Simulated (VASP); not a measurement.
Wanted: the native input for a VASP 6.6.1 run.

- Task: single point
- Functional: PBE
- Potentials or basis: VASP PAW PBE potentials, release 64 (Cs_sv, Pt)
- Cutoff: 520 eV
- k mesh: 4 × 4 × 4
- Occupations: gaussian, width 0.1 eV
- Spin: no spin polarisation
- Dipole correction: no
- Further INCAR settings: ALGO = Normal; EDIFF = 1e-07; NBANDS = 16

The structure of CsPt lies in POSCAR:

```
CsPt
1.0
    0.0000000000      3.5058619700      3.5058619700
    3.5058619700      0.0000000000      3.5058619700
    3.5058619700      3.5058619700      0.0000000000
Cs Pt
1 1
Direct
    0.0000000000      0.0000000000      0.0000000000
    0.2500000000      0.2500000000      0.2500000000
```

One way to write it, as run:

INCAR

```
SYSTEM = CsPt
ALGO = Normal ; EDIFF = 1E-7
ENCUT = 520 ; GGA = PE
ISIF = 2 ; ISMEAR = 0
LASPH = .TRUE. ; LCHARG = .FALSE.
LREAL = .FALSE. ; LWAVE = .FALSE.
NBANDS = 16 ; NELM = 60
PREC = Accurate ; SIGMA = 0.1
```

KPOINTS

```
k-points
0
G
  4 4 4
  0 0 0
```

Potentials or basis: VASP PAW PBE potentials, release 64 (Cs_sv, Pt).

Run with:

```console
$ cat potpaw_PBE.64/Cs_sv/POTCAR potpaw_PBE.64/Pt/POTCAR > POTCAR
$ mpirun -np 1 vasp_std > vasp.out
```

Results of the run:

| Property | Result |
| --- | --- |
| Pressure | 0.9 GPa |

Caveat: the k points lie up to 0.39 Å⁻¹ apart.

Run time: 14 s on 1 thread of Intel(R) Xeon(R) Platinum 8375C CPU @ 2.90GHz (Ice Lake), with other jobs on the host, peak memory 0.23 GiB.
